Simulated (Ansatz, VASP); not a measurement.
# CaO in VASP and in Ansatz

```
Ca O
1.0
     0.00000    2.73238    2.73238
     2.73238    0.00000    2.73238
     2.73238    2.73238    0.00000
Ca O
1 1
Cartesian
  0.0000 0.0000 0.0000
  1.3662 1.3662 1.3662
```

Change from the starting cell: hydrostatic strain +4.8%.

Alike in both runs: task single point; functional PBE; k mesh 8 × 8 × 8; occupations fermi-dirac, width 0.02 eV; no spin polarisation.

```csv
,VASP,Ansatz
version,VASP 6.6.1,Ansatz 0.2.0
potentials or method,"VASP PAW PBE potentials, release 64 (Ca_sv, O)","plane waves, PAW"
plane-wave cutoff (eV),520,420
valence electrons in the cell,16,16
```

|  | VASP | Ansatz | Ansatz less VASP |
| --- | --- | --- | --- |
| gap on the k mesh at the Fermi level (eV) | 2.85 | 2.85 | +0.006 |
| pressure (GPa) | -7.0 | -7.3 | -0.25 |
